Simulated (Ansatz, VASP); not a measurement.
**Si4C: VASP beside Ansatz**

```
Si C
1.0
     2.85695    0.00000    0.00000
    -1.42848    2.47420    0.00000
     0.00000    0.00000   17.91898
Si C
8 2
Direct
  0.33333 0.66667 0.81758
  0.33333 0.66667 0.05760
  0.33333 0.66667 0.44240
  0.33333 0.66667 0.68242
  0.66667 0.33333 0.94240
  0.66667 0.33333 0.18242
  0.66667 0.33333 0.31758
  0.66667 0.33333 0.55760
  0.33333 0.66667 0.25000
  0.66667 0.33333 0.75000
```

Alike in both runs: task relaxation of cell and atoms; functional PBE; k mesh 18 × 18 × 2; occupations gaussian, width 0.1 eV; no spin polarisation.

```csv
,VASP,Ansatz
version,VASP 6.6.1,Ansatz 0.2.0
potentials or method,"VASP PAW PBE potentials, release 64 (Si, C), cutoff 600 eV","scalar-relativistic, plane waves, PAW"
valence electrons in the cell,40,40
```

Ansatz gave:

```
gap on the k mesh at the Fermi level, each at its own relaxed structure (eV) : none
relaxed volume (Å³/atom)                                                     : 12.65
relaxed cell length with the largest relative difference (Å)                 : 17.980
```

Task: Which values does VASP return?

Result: gap on the k mesh at the Fermi level, each at its own relaxed structure (eV): none; relaxed volume (Å³/atom): 12.65; relaxed cell length with the largest relative difference (Å): 17.976.

A gap of «none» marks a metal or a gap that the smearing closes.

Noted on VASP's run: too few bands were computed for a metal, which touches its energy and stress.
